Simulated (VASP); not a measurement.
# BaTiO3 (R3m) in VASP: single point with PBEsol

Aim: the single point of BaTiO3 with PBEsol.

Program: VASP 6.6.1. These are calculated values, not measurements. Logs are shortened: lines on timing, memory, paths and dates and some standing lists are left out, and cuts for length are marked.

**1. The cell of the first run**

It takes space group R3m (No. 160, trigonal). Conventional cell: a = 5.802 Å, b = 5.802 Å, c = 7.136 Å, α = 90.00°, β = 90.00°, γ = 120.00°. Ba (site symmetry 3m) has 12 O at 2.86 to 2.96 Å and 8 Ti at 3.46 to 3.68 Å within 3.8 Å. Ti (site symmetry 3m) has 6 O at 1.92 to 2.19 Å within 2.6 Å. Within 2.6 Å of O (site symmetry m) lie 2 Ti at 1.92 to 2.19 Å.

**2. Single point, PBEsol**

Contents of INCAR:

```
ALGO = Normal
EDIFF = 1E-6
ENCUT = 910
GGA = PS
GGA_COMPAT = False
ISIF = 2
ISMEAR = 0
LASPH = True
LCHARG = False
LREAL = False
LWAVE = False
NBANDS = 28
NELM = 120
PREC = Accurate
SIGMA = 0.01
```

Contents of KPOINTS:

```
k-points
0
Gamma
  6 6 6
```

Contents of POSCAR:

```
BaTiO3
1.0
    2.9008373373      1.6747992141      2.3786382617
   -2.9008373373      1.6747992141      2.3786382617
    0.0000000000     -3.3495984282      2.3786382617
Ba Ti O
1 1 3
Direct
    0.0000000000      0.0000000000      0.0000000000
    0.4845000000      0.4845000000      0.4845000000
    0.5086000000      0.5086000000      0.0175000000
    0.0175000000      0.5086000000      0.5086000000
    0.5086000000      0.0175000000      0.5086000000
```

Potentials or basis: VASP PAW PBE potentials, release 64 (Ba_sv, Ti_sv, O_h).

Launch:

```
$ cat potpaw_PBE.64/Ba_sv/POTCAR potpaw_PBE.64/Ti_sv/POTCAR potpaw_PBE.64/O_h/POTCAR > POTCAR
$ mpirun -np 1 vasp_std > vasp.out
```

OUTCAR:

```text
EDIFF = 1E-6
   ENCUT = 910
   GGA = PS
   ISIF = 2
   ISMEAR = 0
   LASPH = True
   LREAL = False
   NELM = 120
   PREC = Accurate

 ion  position               nearest neighbor table
   1  0.000  0.000  0.000-   3 2.86   4 2.86   5 2.86   4 2.90   5 2.90   5 2.90   4 2.90   3 2.90
                             3 2.90   3 2.96   4 2.96   5 2.96   2 3.46   2 3.52   2 3.52   2 3.52
   2  0.484  0.484  0.484-   3 1.92   4 1.92   5 1.92   3 2.19   4 2.19   5 2.19   1 3.46   1 3.52
                             1 3.52   1 3.52   1 3.59   1 3.59   1 3.59   1 3.68
   3  0.509  0.509  0.017-   2 1.92   2 2.19   1 2.86   1 2.90   1 2.90   1 2.96
   4  0.017  0.509  0.509-   2 1.92   2 2.19   1 2.86   1 2.90   1 2.90   1 2.96
   5  0.509  0.017  0.509-   2 1.92   2 2.19   1 2.86   1 2.90   1 2.90   1 2.96

  LATTYP: Found a trigonal (rhomboedric) cell.
 ALAT       =     4.1082514097
 COS(alpha) =     0.0028448809

  Lattice vectors:

 A1 = (   2.9008373373,   1.6747992141,   2.3786382617)
 A2 = (  -2.9008373373,   1.6747992141,   2.3786382617)
 A3 = (   0.0000000000,  -3.3495984282,   2.3786382617)

Analysis of symmetry for initial positions (statically):
=====================================================================
 Subroutine PRICEL returns:
 Original cell was already a primitive cell.

 Routine SETGRP: Setting up the symmetry group for a
 trigonal (rhombohedral) supercell.

 Subroutine GETGRP returns: Found  6 space group operations
 (whereof  6 operations were pure point group operations)
 out of a pool of 12 trial point group operations.

The static configuration has the point symmetry C_3v.

Analysis of symmetry for dynamics (positions and initial velocities):
=====================================================================
 Subroutine PRICEL returns:
 Original cell was already a primitive cell.

 Routine SETGRP: Setting up the symmetry group for a
 trigonal (rhombohedral) supercell.

 Subroutine GETGRP returns: Found  6 space group operations
 (whereof  6 operations were pure point group operations)
 out of a pool of 12 trial point group operations.

The dynamic configuration has the point symmetry C_3v.

 Subroutine INISYM returns: Found  6 space group operations
 (whereof  6 operations are pure point group operations),
 and found     1 'primitive' translations

----------------------------------------------------------------------------------------

                                     Primitive cell

  volume of cell :      69.3371

  direct lattice vectors                    reciprocal lattice vectors
     2.900837337  1.674799214  2.378638262     0.172364025  0.099514417  0.140136203
    -2.900837337  1.674799214  2.378638262    -0.172364025  0.099514417  0.140136203
     0.000000000 -3.349598428  2.378638262     0.000000000 -0.199028833  0.140136203

  length of vectors
     4.108251410  4.108251410  4.108251405     0.243414526  0.243414526  0.243414526

  position of ions in fractional coordinates (direct lattice)
     0.000000000  0.000000000  0.000000000
     0.484500000  0.484500000  0.484500000
     0.508600000  0.508600000  0.017500000
     0.017500000  0.508600000  0.508600000
     0.508600000  0.017500000  0.508600000

  ion indices of the primitive-cell ions
   primitive index   ion index
                 1           1
                 2           2
                 3           3
                 4           4
                 5           5

----------------------------------------------------------------------------------------

 KPOINTS: k-points

Automatic generation of k-mesh.
 Grid dimensions read from file:
 generate k-points for:    6    6    6

 Generating k-lattice:

  Cartesian coordinates                     Fractional coordinates (reciprocal lattice)
     0.028727338  0.016585736  0.023356034     0.166666667  0.000000000 -0.000000000
    -0.028727338  0.016585736  0.023356034     0.000000000  0.166666667 -0.000000000
     0.000000000 -0.033171472  0.023356034    -0.000000000 -0.000000000  0.166666667

  Length of vectors
     0.040569088  0.040569088  0.040569088

  Shift w.r.t. Gamma in fractional coordinates (k-lattice)
     0.000000000  0.000000000  0.000000000

 Subroutine IBZKPT returns following result:
 ===========================================

 Found     32 irreducible k-points:

 Following reciprocal coordinates:
            Coordinates               Weight
  0.000000  0.000000  0.000000      1.000000
  0.166667  0.000000  0.000000      6.000000
  0.333333 -0.000000 -0.000000      6.000000
  0.500000  0.000000 -0.000000      3.000000
  0.166667  0.166667  0.000000      6.000000
  0.333333  0.166667  0.000000     12.000000
[... 16 lines left out ...]
  0.500000  0.500000  0.166667      6.000000
 -0.333333  0.500000  0.166667     12.000000
 [... further k-points ...]
   k-points           NKPTS =     32   k-points in BZ     NKDIM =     32   number of bands    NBANDS=     28
   number of dos      NEDOS =    301   number of ions     NIONS =      5
   total plane-waves  NPLWV =  64000
   dimension x,y,z NGX =    40 NGY =   40 NGZ =   40
   dimension x,y,z NGXF=    80 NGYF=   80 NGZF=   80
   ions per type =               1   1   3
   NGX,Y,Z   is equivalent  to a cutoff of  16.19, 16.19, 16.19 a.u.
   NGXF,Y,Z  is equivalent  to a cutoff of  32.37, 32.37, 32.37 a.u.
 SYSTEM =  unknown system
   PREC   = accura    normal or accurate (medium, high low for compatibility)
   ISTART =      0    job   : 0-new  1-cont  2-samecut
   ICHARG =      2    charge: 1-file 2-atom 10-const
   ISPIN  =      1    spin polarized calculation?
   LNONCOLLINEAR =      F non collinear calculations
   LSORBIT =      F    spin-orbit coupling
   LASPH  =      T    aspherical Exc in radial PAW
   ENCUT  =  910.0 eV  66.88 Ry    8.18 a.u.  10.10 10.10 10.10*2*pi/ulx,y,z
   NELM   =    120;   NELMIN=  2; NELMDL= -5     # of ELM steps
   EDIFF  = 0.1E-05   stopping-criterion for ELM
   LREAL  =      F    real-space projection
   EDIFFG = 0.1E-04   stopping-criterion for IOM
   NSW    =      0    number of steps for IOM
   IBRION =     -1    ionic relax: 0-MD 1-quasi-New 2-CG
   NFREE  =      0    steps in history (QN), initial steepest desc. (CG)
   ISIF   =      2    stress and relaxation
   ISYM   =      2    0-nonsym 1-usesym 2-fastsym
   POTIM  = 0.5000    time-step for ionic-motion
   TEBEG  =    0.0;   TEEND  =   0.0 temperature during run
   PSTRESS=    0.0 pullay stress
   NELECT =      40.0000    total number of electrons
   NUPDOWN=      -1.0000    fix difference up-down
   EMIN   =  10.00;   EMAX   =-10.00  energy-range for DOS
   EFERMI =   0.00;   METHOD = LEGACY
   ISMEAR =     0;   SIGMA  =   0.01  broadening in eV -4-tet -1-fermi 0-gaus
   EFERMI_NEDOS =   21; number of points for ismear=-14 and -15
   IALGO  =     38    algorithm
   IMIX   =      4    mixing-type and parameters
     AMIX     =   0.40;   BMIX     =  1.00
     AMIX_MAG =   1.60;   BMIX_MAG =  1.00
  volume/ion in A,a.u.               =      13.87        93.58
  Fermi-wavevector in a.u.,A,eV,Ry     =   1.362823  2.575363 25.269931  1.857288
  Thomas-Fermi vector in A             =   2.489280
   LORBIT       =      0    0 simple, 1 ext, 2 COOP (PROOUT), +10 PAW based schemes
   GGA     = PS    functional components
   LHFCALC =     F    Hartree Fock is set to
   AEXX    =    0.0000 exact exchange contribution
   IVDW    =     0    specifies the selected vdW correction
   LEPSILON=     F    determine dielectric tensor
   LRPA    =     F    only Hartree local field effects (RPA)
 non-spin polarized calculation
 Gauss-broadening in eV      SIGMA  =   0.01
  energy-cutoff  :      910.00
  volume of cell :       69.34
 maximum number of plane-waves:      4373
   NGX = 21   NGY = 21   NGZ = 21

 number of electron      40.0000001 magnetization

 Free energy of the ion-electron system (eV)
  ---------------------------------------------------
  ext. energy  EPLUGINS =         0.00000000
  ---------------------------------------------------
  free energy    TOTEN  =       -41.85778219 eV

  energy without entropy =      -41.85778219  energy(sigma->0) =      -41.85778219

 E-fermi :   3.4836     XC(G=0): -11.0959

 val. band max:        3.3881999703   @ k =   0.5000   0.5000   0.5000
 cond. band min:       5.5392170757   @ k =   0.0000   0.0000   0.0000
 fundamental gap:      2.1510171053
 Fermi energy:         3.4836496376

 k-point     1 :       0.0000    0.0000    0.0000
  band No.  band energies     occupation
      1     -52.9622      2.00000
      2     -29.2905      2.00000
      3     -29.2811      2.00000
      4     -29.2811      2.00000
      5     -21.5586      2.00000
      6     -13.1856      2.00000
[... 20 lines left out ...]
     27       8.2439      0.00000
     28       9.7630      0.00000

 k-point     2 :       0.1667    0.0000    0.0000
  band No.  band energies     occupation
      1     -52.9620      2.00000
      2     -29.2957      2.00000
      3     -29.2848      2.00000
      4     -29.2808      2.00000
      5     -21.5391      2.00000
      6     -13.1880      2.00000
[... 20 lines left out ...]
     27       8.7251      0.00000
     28      10.4070      0.00000

 k-point     3 :       0.3333   -0.0000   -0.0000
  band No.  band energies     occupation
      1     -52.9617      2.00000
      2     -29.3124      2.00000
      3     -29.2856      2.00000
      4     -29.2801      2.00000
      5     -21.4994      2.00000
      6     -13.2522      2.00000
[... 20 lines left out ...]
     27       9.8202      0.00000
     28      11.3210      0.00000

 k-point     4 :       0.5000    0.0000   -0.0000
  band No.  band energies     occupation
      1     -52.9615      2.00000
      2     -29.3213      2.00000
      3     -29.2854      2.00000
      4     -29.2798      2.00000
      5     -21.4793      2.00000
      6     -13.3043      2.00000
[... 578 lines left out ...]
     27      10.4644      0.00000
     28      11.2822      0.00000

 k-point    23 :       0.5000    0.5000    0.1667
  band No.  band energies     occupation
      1     -52.9607      2.00000
      2     -29.3217      2.00000
      3     -29.3151      2.00000
      4     -29.2898      2.00000
      5     -21.4132      2.00000
      6     -12.6922      2.00000
[... 20 lines left out ...]
     27      11.4468      0.00000
     28      11.6925      0.00000

 k-point    24 :      -0.3333    0.5000    0.1667
  band No.  band energies     occupation
      1     -52.9609      2.00000
      2     -29.3200      2.00000
      3     -29.3086      2.00000
      4     -29.2900      2.00000
      5     -21.4264      2.00000
      6     -12.8511      2.00000
[... 20 lines left out ...]
     27      11.1027      0.00000
     28      11.5135      0.00000

 [... further k-points ...]

------------------------ aborting loop because EDIFF is reached ----------------------------------------

  FORCE on cell =-STRESS in cart. coord.  units (eV):
  Direction    XX          YY          ZZ          XY          YZ          ZX
  --------------------------------------------------------------------------------------
  -------------------------------------------------------------------------------------
  Total       -4.8663966     -4.8663966     -4.6038624      0.0000000     -0.0000000      0.0000000
  in kB     -112.4481473   -112.4481468   -106.3817530      0.0000000     -0.0000000      0.0000000
  external PRESSURE =    -110.4260157 kB  Pullay stress =       0.0000000 kB

 VOLUME and BASIS-vectors are now :
 -----------------------------------------------------------------------------
  energy-cutoff  :      910.00
  volume of cell :       69.34
      direct lattice vectors                 reciprocal lattice vectors
     2.900837337  1.674799214  2.378638262     0.172364025  0.099514417  0.140136203
    -2.900837337  1.674799214  2.378638262    -0.172364025  0.099514417  0.140136203
     0.000000000 -3.349598428  2.378638262     0.000000000 -0.199028833  0.140136203

 POSITION                                       TOTAL-FORCE (eV/Angst)
 -----------------------------------------------------------------------------------
      0.00000      0.00000      0.00000         0.000000     -0.000000     -0.143721
      0.00000      0.00000      3.45735         0.000000     -0.000000     -0.636210
      0.00000      1.64499      2.46118         0.000000     -0.385551      0.259977
     -1.42460     -0.82249      2.46118         0.333897      0.192776      0.259977
      1.42460     -0.82249      2.46118        -0.333897      0.192776      0.259977
 -----------------------------------------------------------------------------------
    total drift:                               -0.000000      0.000004      0.000604

  FREE ENERGIE OF THE ION-ELECTRON SYSTEM (eV)
  ---------------------------------------------------
  free  energy   TOTEN  =       -41.8577821913 eV

  energy  without entropy=      -41.8577821913  energy(sigma->0) =      -41.85778219
```

It took 65 s on 1 thread of Intel Xeon 6975P-C (Granite Rapids), shared host; peak memory 0.34 GiB.

What came out:

```
Free energy            : -41.8578 eV
Pressure               : -11.0 GPa
Largest force          : 0.636 eV/Å
Band gap on the k mesh : 2.15 eV (least direct gap 2.60 eV)
```

Forces on the atoms (eV/Å):
```
Ba   0.000  0.000 -0.144
Ti   0.000  0.000 -0.636
O    0.000 -0.386  0.260
O    0.334  0.193  0.260
O   -0.334  0.193  0.260
```

Stress tensor (GPa, compression positive):
```
-11.24   0.00   0.00
  0.00 -11.24   0.00
  0.00   0.00 -10.64
```

Levels at points of the mesh, in eV from the valence-band top:
```
           k point  band 16  band 17  band 18  band 19  band 20  band 21  band 22  band 23  band 24  band 25
(0.00, 0.00, 0.00)    -1.20    -0.97    -0.56    -0.45    -0.45     2.15     2.15     2.27     3.98     3.98
(0.50, 0.00, 0.00)    -1.96    -1.58    -1.57    -0.95    -0.83     2.30     3.40     3.49     3.95     5.48
(0.50, 0.50, 0.00)    -2.49    -1.66    -0.93    -0.88    -0.09     3.46     3.47     3.78     4.47     7.08
(0.50, 0.50, 0.50)    -2.41    -2.37    -0.02    -0.02     0.00     3.88     4.02     4.02     6.15     6.15
```

Caveat: the cutoff is under 1.25 times the usual one of these potentials, so pressure, stress and relaxed cells hold a basis-set (Pulay) error; the cell stands under tension; the PAW data sets were made with another functional, which shifts forces and pressure a little; spin-orbit coupling is left out, which moves the levels of the heavy elements. A hybrid or GW would open this gap; PBEsol tends to underestimate it.
